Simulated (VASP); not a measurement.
As7Ir, 8 atoms in the cell. The structure is hexagonal, space group P6/mmm (No. 191). The conventional cell has a = 7.984 Å, b = 7.984 Å, c = 4.564 Å, α = 90.00°, β = 90.00°, γ = 120.00°. As (site symmetry m2m) has 4 As at 2.32 to 2.83 Å within 3.1 Å. Within 3.0 Å of As (site symmetry 6/mmm) lie 2 Ir at 2.28 Å and 6 As at 2.83 Å. Ir (site symmetry 6/mmm) has 2 As at 2.28 Å within 3.0 Å. The cell was generated, and may not be a known phase.

```yaml
Program: VASP 6.6.1
Task: single point
Functional: PBE
Potentials_or_basis: VASP PAW PBE potentials, release 64 (As, Ir)
Cutoff: 520 eV
k_mesh: 6 × 6 × 8
Occupations: gaussian, width 0.1 eV
Spin: no spin polarisation
Dipole_correction: no
Further_INCAR_settings: ALGO = Normal; EDIFF = 1e-07; NBANDS = 32
```

Potentials or basis: VASP PAW PBE potentials, release 64 (As, Ir).

Launch:

```sh
$ cat potpaw_PBE.64/As/POTCAR potpaw_PBE.64/Ir/POTCAR > POTCAR
$ mpirun -np 1 vasp_std > vasp.out
```

Hardware: 1 thread of Intel(R) Xeon(R) 6975P-C (Granite Rapids), on a shared host.

How long does it take, and how much memory?

Run time: 2.8 min on 1 thread of Intel(R) Xeon(R) 6975P-C (Granite Rapids), with other jobs on the host, peak memory 0.49 GiB. Counts: scf iterations 16, k points 35.
